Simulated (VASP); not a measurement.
B:

```
B
1.0
     4.83136    0.00000    0.00000
     0.00000    3.24397    2.24075
     0.00000   -3.24397    2.24075
B
8
Direct
  0.21898 0.51024 0.01683
  0.78102 0.01683 0.51024
  0.21898 0.01683 0.51024
  0.78102 0.51024 0.01683
  0.00000 0.83828 0.18569
  0.00000 0.18569 0.83828
  0.50000 0.20636 0.45410
  0.50000 0.45410 0.20636
```

| Property | Result |
| --- | --- |
| Program | VASP 6.6.1 |
| Task | relaxation of cell and atoms |
| Functional | PBE |
| Potentials or basis | VASP PAW PBE potentials, release 64 (B) |
| Cutoff | 600 eV |
| k mesh | 4 × 6 × 6 |
| Occupations | gaussian, width 0.1 eV |
| Spin | no spin polarisation |

At the start: pressure 21.4 GPa; volume 8.78 Å³/atom.

Question: How do energy, volume and symmetry change on relaxing?

Answer: Over 34 steps the energy falls by 891.9 meV/atom and the volume is 7.46 Å³/atom (-15.0 %); space group Fmmm (No. 69, to 0.05 Å).

The path:
| step | energy change (eV) | largest force (eV/Å) | pressure (GPa) | volume (Å³) |
| --- | --- | --- | --- | --- |
| 1 | 0.0000 | 3.8447 | 21.41 | 70.24 |
| 2 | -1.2948 | 1.4561 | -13.32 | 82.82 |
| 3 | -1.3361 | 1.8741 | -9.45 | 80.73 |
| 4 | -2.2364 | 0.9363 | -9.99 | 78.86 |
| 5 | -2.3518 | 2.1919 | -9.12 | 77.95 |
| 6 | -3.0117 | 2.1301 | -1.81 | 73.05 |
| 7 | -3.2205 | 2.1460 | 6.99 | 68.87 |
| 8 | -3.6568 | 2.6910 | 4.27 | 69.11 |
| 9 | -3.6581 | 2.5166 | 4.30 | 69.10 |
| 10 | -4.2239 | 1.7090 | -4.15 | 70.42 |
| 11 | -4.6115 | 1.1204 | -13.15 | 71.92 |
| 12 | -4.6333 | 0.9810 | -16.07 | 72.45 |
| 13 | -5.0722 | 1.7578 | -13.29 | 68.71 |
| 14 | -5.0905 | 2.1874 | -12.52 | 68.00 |
| 15 | -5.6855 | 1.1102 | -1.35 | 63.01 |
| 16 | -5.7769 | 1.4032 | 6.87 | 60.40 |
| 17 | -6.2426 | 1.3254 | 8.14 | 59.11 |
| 18 | -5.6795 | 5.4950 | 28.72 | 55.18 |
| 19 | -6.4936 | 1.3166 | 10.10 | 58.20 |
| 20 | -6.5679 | 2.4383 | 16.02 | 56.70 |
| 21 | -6.6163 | 1.7657 | 12.91 | 57.34 |
| 22 | -6.9546 | 1.0549 | 3.52 | 59.21 |
| 23 | -6.9569 | 1.0644 | 2.90 | 59.37 |
| 24 | -7.0744 | 0.5772 | -1.30 | 60.11 |
| 25 | -7.0817 | 0.6774 | -2.46 | 60.33 |
| 26 | -7.1153 | 0.1677 | -1.26 | 59.92 |
| 27 | -7.1158 | 0.2013 | -1.06 | 59.86 |
| 28 | -7.1228 | 0.1164 | 0.36 | 59.52 |
| 29 | -7.1236 | 0.1116 | 1.03 | 59.37 |
| 30 | -7.1276 | 0.1093 | 0.59 | 59.51 |
| 31 | -7.1305 | 0.2044 | -0.25 | 59.79 |
| 32 | -7.1331 | 0.0793 | -0.57 | 59.85 |
| 33 | -7.1333 | 0.1374 | -0.68 | 59.87 |
| 34 | -7.1351 | 0.0273 | -0.14 | 59.71 |

Final structure:
```cif
data_structure
_symmetry_space_group_name_H-M 'P 1'
_symmetry_Int_Tables_number 1
_cell_length_a 3.8429
_cell_length_b 4.4291
_cell_length_c 4.4291
_cell_angle_alpha 127.623
_cell_angle_beta 90.000
_cell_angle_gamma 90.000
_cell_volume 59.71
loop_
_atom_site_label
_atom_site_type_symbol
_atom_site_fract_x
_atom_site_fract_y
_atom_site_fract_z
_atom_site_occupancy
B1 B 0.25002 0.46704 0.96739 1
B2 B 0.74998 0.96739 0.46704 1
B3 B 0.25002 0.96739 0.46704 1
B4 B 0.74998 0.46704 0.96739 1
B5 B 0.00000 0.86182 0.07200 1
B6 B 0.00000 0.07200 0.86182 1
B7 B 0.50000 0.36273 0.57316 1
B8 B 0.50000 0.57316 0.36273 1
```
